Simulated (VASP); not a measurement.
A run of VASP 6.6.1 is set up as follows.

The input POSCAR:

```
Hf2S
1.0
    3.3742737662      0.0000000000      0.0000000000
   -1.6871368831      2.9222068008      0.0000000000
    0.0000000000      0.0000000000     11.7174070300
Hf S
4 2
Direct
    0.6666666667      0.3333333333      0.8998116400
    0.3333333333      0.6666666667      0.3998116400
    0.6666666667      0.3333333333      0.6001883600
    0.3333333333      0.6666666667      0.1001883600
    0.0000000000      0.0000000000      0.7500000000
    0.0000000000      0.0000000000      0.2500000000
```

The input INCAR.step1:

```
  PREC = Accurate
  ENCUT = 520
  ISMEAR = -5
  SIGMA = 0.1
  LREAL = F
  LASPH = T
  NELM = 100
  NBANDS = 35
  GGA = PE
  ALGO = Normal
  EDIFF = 1E-4
  LWAVE = T
  LCHARG = F
```

File INCAR.step2:

```
  PREC = Accurate
  ENCUT = 520
  EDIFF = 1E-7
  ISMEAR = -5
  SIGMA = 0.1
  LREAL = F
  LASPH = T
  NELM = 100
  ALGO = Normal
  ISIF = 2
  LWAVE = F
  LCHARG = F
  METAGGA = R2SCAN
  LMIXTAU = T
  NBANDS = 35
  ISTART = 1
```

The input KPOINTS:

```
Automatic mesh
0
Gamma
  12 12 4
```

Potentials or basis: VASP PAW PBE potentials, release 64 (Hf_pv, S).

The run is started by

```sh
$ cat potpaw_PBE.64/Hf_pv/POTCAR potpaw_PBE.64/S/POTCAR > POTCAR
$ cp INCAR.step1 INCAR
$ mpirun -np 1 vasp_std > vasp.out
$ cp INCAR.step2 INCAR
$ mpirun -np 1 vasp_std > vasp.out
```

Problem. Predict the band gap on the k mesh.

Solution. Zero (bands 26 and 27 overlap by 0.89 eV).

Problem. Predict the largest force.

Solution. 0.005 eV/Å.

Problem. Estimate the pressure.

Solution. 0.0 GPa.

Stress tensor (GPa, compression positive):
```
 0.10  0.00  0.00
 0.00  0.10  0.00
 0.00  0.00 -0.24
```

Caveat: the PAW data sets were made with another functional, which shifts forces and pressure a little; spin-orbit coupling is left out, which moves the levels of the heavy elements; tetrahedron occupations give inexact forces and stress in metals.
